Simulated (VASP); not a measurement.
Crystal: GaAg2P.

```
CELL_PARAMETERS angstrom
3.83619 0.00000 0.00000
0.00000 3.83619 0.00000
0.00000 0.00000 5.22116
ATOMIC_POSITIONS crystal
Ga 0.00000 0.00000 0.00000
Ag 0.50000 0.00000 0.50000
Ag 0.00000 0.50000 0.50000
P 0.50000 0.50000 0.50000
```

| Quantity | Value |
| --- | --- |
| Program | VASP 6.6.1 |
| Task | relaxation of cell and atoms |
| Functional | PBE |
| Potentials or basis | VASP PAW PBE potentials, release 64 (Ga_d, Ag, P) |
| Cutoff | 600 eV |
| k mesh | 4 × 4 × 4 |
| Occupations | gaussian, width 0.1 eV |
| Spin | no spin polarisation |

At the start: pressure 69.9 GPa; volume 19.21 Å³/atom.

Question: Where does the relaxation end?

Answer: Over 28 steps the energy falls by 2112.1 meV/atom and the volume is 19.18 Å³/atom (-0.2 %); space group P4/mmm (No. 123, to 0.05 Å).

The path:
| step | energy change (eV) | largest force (eV/Å) | pressure (GPa) | volume (Å³) |
| --- | --- | --- | --- | --- |
| 1 | 0.0000 | 0.0000 | 69.87 | 76.84 |
| 2 | -3.8102 | 0.0000 | -6.39 | 199.45 |
| 3 | -7.7130 | 0.0000 | -3.57 | 121.81 |
| 4 | -7.7721 | 0.0000 | -2.66 | 118.93 |
| 5 | -7.8071 | 0.0000 | -0.53 | 113.99 |
| 6 | -7.8081 | 0.0000 | -0.93 | 114.80 |
| 7 | -7.8471 | 0.0000 | -0.89 | 112.61 |
| 8 | -7.9492 | 0.0000 | -0.65 | 105.98 |
| 9 | -8.0960 | 0.0000 | 0.41 | 92.54 |
| 10 | -7.9667 | 0.0000 | 16.01 | 64.97 |
| 11 | -8.1106 | 0.0000 | 0.99 | 89.36 |
| 12 | -8.1156 | 0.0000 | 1.72 | 86.59 |
| 13 | -8.1609 | 0.0000 | -0.65 | 87.72 |
| 14 | -8.1480 | 0.0000 | -6.48 | 90.04 |
| 15 | -8.2070 | 0.0000 | -2.95 | 88.66 |
| 16 | -8.2125 | 0.0000 | -4.14 | 89.13 |
| 17 | -8.2123 | 0.0000 | -3.54 | 88.90 |
| 18 | -8.2229 | 0.0000 | -3.87 | 88.71 |
| 19 | -8.2325 | 0.0000 | -4.34 | 88.45 |
| 20 | -8.2426 | 0.0000 | -5.20 | 87.86 |
| 21 | -8.2855 | 0.0000 | -5.00 | 86.32 |
| 22 | -8.3883 | 0.0000 | -3.69 | 81.73 |
| 23 | -8.3517 | 0.0000 | 1.96 | 72.53 |
| 24 | -8.4188 | 0.0000 | -2.12 | 78.46 |
| 25 | -8.4203 | 0.0000 | -1.68 | 77.67 |
| 26 | -8.4301 | 0.0000 | -1.34 | 77.48 |
| 27 | -8.4478 | 0.0000 | -0.20 | 76.89 |
| 28 | -8.4482 | 0.0000 | 0.19 | 76.71 |

Final structure:
```xyz
4
Lattice="4.9589 0.0000 0.0000 0.0000 4.9589 0.0000 0.0000 0.0000 3.1195" Properties=species:S:1:pos:R:3 pbc="T T T"
Ga    0.0000    0.0000    0.0000
Ag    2.4794    0.0000    1.5597
Ag    0.0000    2.4794    1.5597
P     2.4794    2.4794    1.5597
```

Caveat: the k points lie up to 0.50 Å⁻¹ apart in the final cell.
